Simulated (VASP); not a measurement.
Here is a VASP 6.6.1 calculation.

Contents of INCAR:

```
SYSTEM = GaN
PREC = Accurate
ENCUT = 600
EDIFF = 1E-6
ISMEAR = -1
SIGMA = 0.05
LREAL = .False.
LASPH = .True.
NELM = 120
ALGO = Normal
ISIF = 2
LWAVE = .False.
LCHARG = .False.
GGA = LIBXC
LIBXC1 = GGA_X_B88
LIBXC2 = GGA_C_PBE
NBANDS = 16
GGA_COMPAT = .False.
```

The input KPOINTS:

```
Automatic mesh
0
Gamma
  10 10 10
  0 0 0
```

File POSCAR:

```
GaN
1.0
    0.0000000000      2.2725523514      2.2725523514
    2.2725523514      0.0000000000      2.2725523514
    2.2725523514      2.2725523514      0.0000000000
Ga N
1 1
Direct
    0.0000000000      0.0000000000      0.0000000000
    0.2500000000      0.2500000000      0.2500000000
```

Potentials or basis: VASP PAW PBE potentials, release 64 (Ga_d, N).

Run with:

```sh
$ cat potpaw_PBE.64/Ga_d/POTCAR potpaw_PBE.64/N/POTCAR > POTCAR
$ mpirun -np 1 vasp_std > vasp.out
```

(1) Predict the band gap on the k mesh.

(2) Predict the pressure.

Results:

(1) 1.56 eV.

(2) -0.1 GPa.

Caveat: the PAW data sets were made with another functional, which shifts forces and pressure a little.
